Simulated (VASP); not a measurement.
# Mo (I4/mmm) in VASP: a series of runs, part 2 of 2

VASP 6.6.1.

## (3) Single point, PBE (strain +0.000 along x and y, +0.080 along z)

INCAR reads:

```
SYSTEM = Mo
ALGO = Fast
EDIFF = 1E-7
ENCUT = 520
GGA = PE
ISIF = 2
ISMEAR = 0
LASPH = .TRUE.
LCHARG = .FALSE.
LREAL = .FALSE.
LWAVE = .FALSE.
NBANDS = 13
NELM = 80
PREC = Accurate
SIGMA = 0.15
```

KPOINTS reads:

```
k-points
0
G
  22 22 22
  0 0 0
```

POSCAR reads:

```
Mo
1.0
   -1.5710000000      1.5710000000      1.6966800000
    1.5710000000     -1.5710000000      1.6966800000
    1.5710000000      1.5710000000     -1.6966800000
Mo
1
Direct
    0.0000000000      0.0000000000      0.0000000000
```

Potentials or basis: VASP PAW PBE potentials, release 64 (Mo_sv).

The run is started by

```console
$ cat potpaw_PBE.64/Mo_sv/POTCAR > POTCAR
$ mpirun -np 1 vasp_std > vasp.out
```

OUTCAR:

```text
SYSTEM = Mo
   EDIFF = 1E-7
   ENCUT = 520
   GGA = PE
   ISIF = 2
   ISMEAR = 0
   LASPH = .TRUE.
   LREAL = .FALSE.
   NELM = 80
   PREC = Accurate

 ion  position               nearest neighbor table
   1  0.000  0.000  0.000-

  LATTYP: Found a body centered tetragonal cell.
 ALAT       =     3.1420000000
 C/A-ratio  =     1.0800000000

  Lattice vectors:

 A1 = (  -1.5710000000,   1.5710000000,   1.6966800000)
 A2 = (   1.5710000000,  -1.5710000000,   1.6966800000)
 A3 = (   1.5710000000,   1.5710000000,  -1.6966800000)

Analysis of symmetry for initial positions (statically):
=====================================================================
 Subroutine PRICEL returns:
 Original cell was already a primitive cell.

 Routine SETGRP: Setting up the symmetry group for a
 body centered tetragonal supercell.

 Subroutine GETGRP returns: Found 16 space group operations
 (whereof 16 operations were pure point group operations)
 out of a pool of 16 trial point group operations.

The static configuration has the point symmetry D_4h.

Analysis of symmetry for dynamics (positions and initial velocities):
=====================================================================
 Subroutine PRICEL returns:
 Original cell was already a primitive cell.

 Routine SETGRP: Setting up the symmetry group for a
 body centered tetragonal supercell.

 Subroutine GETGRP returns: Found 16 space group operations
 (whereof 16 operations were pure point group operations)
 out of a pool of 16 trial point group operations.

The dynamic configuration has the point symmetry D_4h.

 Subroutine INISYM returns: Found 16 space group operations
 (whereof 16 operations are pure point group operations),
 and found     1 'primitive' translations

----------------------------------------------------------------------------------------

[... 117 lines left out ...]
   AEXX    =    0.0000 exact exchange contribution
   IVDW    =     0    specifies the selected vdW correction
   LEPSILON=     F    determine dielectric tensor
   LRPA    =     F    only Hartree local field effects (RPA)
 non-spin polarized calculation
 RMM-DIIS sequential band-by-band and
 Gauss-broadening in eV      SIGMA  =   0.15
  energy-cutoff  :      520.00
  volume of cell :       16.75
 maximum number of plane-waves:       460
 NGX is ok and might be reduce to    24
   NGX = 11   NGY = 11   NGZ = 11

 number of electron      14.0000000 magnetization

 Free energy of the ion-electron system (eV)
  ---------------------------------------------------
  ext. energy  EPLUGINS =         0.00000000
  ---------------------------------------------------
  free energy    TOTEN  =       -10.84768549 eV

  energy without entropy =      -10.83977961  energy(sigma->0) =      -10.84373255

 E-fermi :  11.5031     XC(G=0): -13.0035

 val. band max:       11.4996417529   @ k =  -0.0909  -0.1364   0.0909
 cond. band min:      11.5131647965   @ k =  -0.0909  -0.4545   0.0455
 fundamental gap:      0.0135230436
 Fermi energy:        11.5031260610

 k-point     1 :       0.0000    0.0000    0.0000
  band No.  band energies     occupation
      1     -49.7630      2.00000
      2     -23.1821      2.00000
      3     -23.1681      2.00000
      4     -23.1681      2.00000
      5       4.5179      2.00000
      6      10.0744      2.00000
      7      10.0744      2.00000
      8      10.8308      2.00000
      9      12.5129      0.00000
     10      13.4600      0.00000
     11      25.3968      0.00000
     12      26.7496      0.00000
     13      26.7496      0.00000
[... 354 lines left out ...]
  band No.  band energies     occupation
      1     -49.5747      2.00000
      2     -24.2519      2.00000
      3     -23.4915      2.00000
      4     -23.1863      2.00000
      5       6.7326      2.00000
      6       8.8096      2.00000
      7      11.8259      0.00234
      8      12.6536      0.00000
      9      13.8005      0.00000
     10      15.4522      0.00000
     11      22.4143      0.00000
     12      23.7997      0.00000
     13      28.9613      0.00000

 [... further k-points ...]

------------------------ aborting loop because EDIFF is reached ----------------------------------------

  FORCE on cell =-STRESS in cart. coord.  units (eV):
  Direction    XX          YY          ZZ          XY          YZ          ZX
  --------------------------------------------------------------------------------------
  -------------------------------------------------------------------------------------
  Total       -0.6686637     -0.6686637     -2.5639464      0.0000000     -0.0000000      0.0000000
  in kB      -63.9596402    -63.9596402   -245.2489888      0.0000000     -0.0000000      0.0000000
  external PRESSURE =    -124.3894231 kB  Pullay stress =       0.0000000 kB

 VOLUME and BASIS-vectors are now :
 -----------------------------------------------------------------------------
  energy-cutoff  :      520.00
  volume of cell :       16.75
      direct lattice vectors                 reciprocal lattice vectors
    -1.571000000  1.571000000  1.696680000     0.000000000  0.318268619  0.294693165
     1.571000000 -1.571000000  1.696680000     0.318268619  0.000000000  0.294693165
     1.571000000  1.571000000 -1.696680000     0.318268619  0.318268619  0.000000000

 POSITION                                       TOTAL-FORCE (eV/Angst)
 -----------------------------------------------------------------------------------
      0.00000      0.00000      0.00000        -0.000000      0.000000     -0.000000
 -----------------------------------------------------------------------------------
    total drift:                                0.000000      0.000000      0.000000

  FREE ENERGIE OF THE ION-ELECTRON SYSTEM (eV)
  ---------------------------------------------------
  free  energy   TOTEN  =       -10.8476854913 eV

  energy  without entropy=      -10.8397796108  energy(sigma->0) =      -10.84373255
```

OSZICAR:

```text
N       E                     dE             d eps       ncg     rms          rms(c)
DAV:   1     0.917768988645E+02    0.91777E+02   -0.80070E+03 21851   0.110E+03
DAV:   2    -0.103795634590E+02   -0.10216E+03   -0.98511E+02 24904   0.307E+02
DAV:   3    -0.115614930068E+02   -0.11819E+01   -0.11780E+01 24339   0.329E+01
DAV:   4    -0.115642897494E+02   -0.27967E-02   -0.27967E-02 24134   0.195E+00
DAV:   5    -0.115643088405E+02   -0.19091E-04   -0.19089E-04 24684   0.143E-01    0.125E+01
RMM:   6    -0.109262119020E+02    0.63810E+00   -0.79423E-01 21746   0.820E+00    0.328E+00
RMM:   7    -0.108505638675E+02    0.75648E-01   -0.20426E-01 22280   0.407E+00    0.121E+00
RMM:   8    -0.108479450081E+02    0.26189E-02   -0.10946E-02 24011   0.115E+00    0.145E-01
RMM:   9    -0.108476931244E+02    0.25188E-03   -0.12152E-03 24322   0.362E-01    0.415E-02
RMM:  10    -0.108476864702E+02    0.66542E-05   -0.20951E-04 24871   0.156E-01    0.266E-02
RMM:  11    -0.108476857092E+02    0.76097E-06   -0.16414E-05 24621   0.515E-02    0.222E-03
RMM:  12    -0.108476852577E+02    0.45148E-06   -0.28330E-06 24757   0.210E-02    0.155E-03
RMM:  13    -0.108476855637E+02   -0.30597E-06   -0.46163E-07 21057   0.890E-03    0.272E-04
RMM:  14    -0.108476854425E+02    0.12121E-06   -0.10495E-07 15227   0.403E-03    0.281E-04
RMM:  15    -0.108476854913E+02   -0.48861E-07   -0.19363E-08 12588   0.165E-03
   1 F= -.10847685E+02 E0= -.10843733E+02  d E =-.790588E-02
```

Run time: 80 s. Hardware: 1 thread of Intel Xeon 6975P-C (Granite Rapids), shared host; peak memory 0.27 GiB.

What came out:

* Free energy: -10.8477 eV
* Pressure: -12.4 GPa
* Band gap on the k mesh: zero (band 7 reaches 14.96 eV, above the bottom of band 8 at 10.60 eV)

Stress tensor (GPa, compression positive):
```
 -6.40   0.00   0.00
  0.00  -6.40   0.00
  0.00   0.00 -24.52
```

Caveat: the cell differs from its parent crystal (strain +0.000 along x and y, +0.080 along z).

## (4) Single point, PBE (strain +0.080 along x and y, -0.040 along z)

INCAR reads:

```
SYSTEM = Mo
  PREC = Accurate
  ENCUT = 520
  EDIFF = 1E-7
  ISMEAR = 0
  SIGMA = 0.15
  LREAL = .FALSE.
  LASPH = .TRUE.
  NELM = 60
  ALGO = Fast
  ISIF = 2
  LWAVE = .FALSE.
  LCHARG = .FALSE.
  GGA = PE
  NBANDS = 13
```

KPOINTS reads:

```
Automatic mesh
0
G
  22 22 22
  0 0 0
```

POSCAR reads:

```
Mo
1.0
   -1.6966800000      1.6966800000      1.5081600000
    1.6966800000     -1.6966800000      1.5081600000
    1.6966800000      1.6966800000     -1.5081600000
Mo
1
Direct
    0.0000000000      0.0000000000      0.0000000000
```

The run is started by

```console
$ cat potpaw_PBE.64/Mo_sv/POTCAR > POTCAR
$ mpirun -np 1 vasp_std > vasp.out
```

Wall time 77 s (1 thread of Intel Xeon 6975P-C (Granite Rapids), shared host); peak memory 0.28 GiB.

Results (log left out):

```yaml
Free_energy: -10.7182 eV
Pressure: -18.2 GPa
Band_gap_on_the_k_mesh: zero (band 7 reaches 14.32 eV, above the bottom of band 8 at 9.81 eV)
```

Stress tensor (GPa, compression positive):
```
-26.67   0.00   0.00
  0.00 -26.67   0.00
  0.00   0.00  -1.30
```

Levels at points of the mesh, in eV from the Fermi level:
| k point | band 3 | band 4 | band 5 | band 6 | band 7 | band 8 | band 9 | band 10 | band 11 | band 12 |
| --- | --- | --- | --- | --- | --- | --- | --- | --- | --- | --- |
| (0.00, 0.00, 0.00) | -34.72 | -34.64 | -6.81 | -1.87 | -0.59 | -0.59 | 0.61 | 2.16 | 14.09 | 14.09 |
| (0.50, 0.00, 0.00) | -35.06 | -34.76 | -4.69 | -3.25 | 1.40 | 1.69 | 2.91 | 4.04 | 10.58 | 11.62 |
| (0.50, 0.50, 0.00) | -34.90 | -34.68 | -4.62 | -1.92 | 0.46 | 0.80 | 1.58 | 3.95 | 9.50 | 12.32 |
| (0.50, 0.50, 0.50) | -35.48 | -35.18 | -4.74 | -4.51 | 3.39 | 3.39 | 3.71 | 7.35 | 7.35 | 10.47 |

Caveat: the cell differs from its parent crystal (strain +0.080 along x and y, -0.040 along z).

## (5) Single point, PBE (strain +0.080 along x and y, +0.000 along z)

INCAR reads:

```
  PREC = Accurate
  ENCUT = 520
  EDIFF = 1E-6
  ISMEAR = 0
  SIGMA = 0.15
  LREAL = F
  LASPH = T
  NELM = 80
  ALGO = Fast
  ISIF = 2
  LWAVE = F
  LCHARG = F
  GGA = PE
  NBANDS = 13
```

KPOINTS reads:

```
Automatic mesh
0
Gamma
  22 22 22
```

POSCAR reads:

```
Mo
1.0
   -1.6966800000      1.6966800000      1.5710000000
    1.6966800000     -1.6966800000      1.5710000000
    1.6966800000      1.6966800000     -1.5710000000
Mo
1
Direct
    0.0000000000      0.0000000000      0.0000000000
```

The run is started by

```console
$ cat potpaw_PBE.64/Mo_sv/POTCAR > POTCAR
$ mpirun -np 1 vasp_std > vasp.out
```

It took 65 s on 1 thread of Intel Xeon 6975P-C (Granite Rapids), shared host; peak memory 0.29 GiB.

It converged, with:

| Quantity | Value |
| --- | --- |
| Free energy | -10.6828 eV |
| Pressure | -25.3 GPa |
| Band gap on the k mesh | zero (band 7 reaches 13.53 eV, above the bottom of band 8 at 9.40 eV) |

Stress tensor (GPa, compression positive):
```
-30.80   0.00   0.00
  0.00 -30.80   0.00
  0.00   0.00 -14.33
```

Levels at points of the mesh, in eV from the Fermi level:
| k point | band 5 | band 6 | band 7 | band 8 | band 9 | band 10 |
| --- | --- | --- | --- | --- | --- | --- |
| (0.00, 0.00, 0.00) | -6.68 | -1.56 | -0.79 | -0.79 | 0.90 | 1.83 |
| (0.50, 0.00, 0.00) | -4.49 | -2.99 | 1.38 | 1.42 | 2.37 | 3.82 |
| (0.50, 0.50, 0.00) | -4.45 | -2.18 | 0.76 | 0.88 | 1.61 | 3.73 |
| (0.50, 0.50, 0.50) | -4.46 | -4.31 | 3.18 | 3.18 | 3.38 | 7.40 |

Caveat: the cell differs from its parent crystal (strain +0.080 along x and y, +0.000 along z).

## (6) Overview

| cell | further INCAR settings | gap on the mesh (eV) | pressure (GPa) |
| --- | --- | --- | --- |
| a = 2.801 Å, angles 105.4, 105.4, 117.9°, 1 atom | ALGO = Fast; EDIFF = 1e-06; NBANDS = 13 | none | -8.9 |
| a = 2.795 Å, angles 111.6, 111.6, 105.3°, 1 atom | ALGO = Fast; EDIFF = 1e-07; NBANDS = 13 | none | -12.4 |
| a = 2.834 Å, angles 106.5, 106.5, 115.7°, 1 atom | ALGO = Fast; EDIFF = 1e-07; NBANDS = 13 | none | -18.2 |
| a = 2.868 Å, angles 107.5, 107.5, 113.6°, 1 atom | ALGO = Fast; EDIFF = 1e-06; NBANDS = 13 | none | -25.3 |

Alike in all rows: task single point; level PBE; potentials or basis VASP PAW PBE potentials, release 64 (Mo_sv); no spin polarisation; k mesh 22 × 22 × 22; cutoff (eV) 520; smearing gaussian 0.15 eV.

Absolute energies hang on the potentials; compare differences alone.
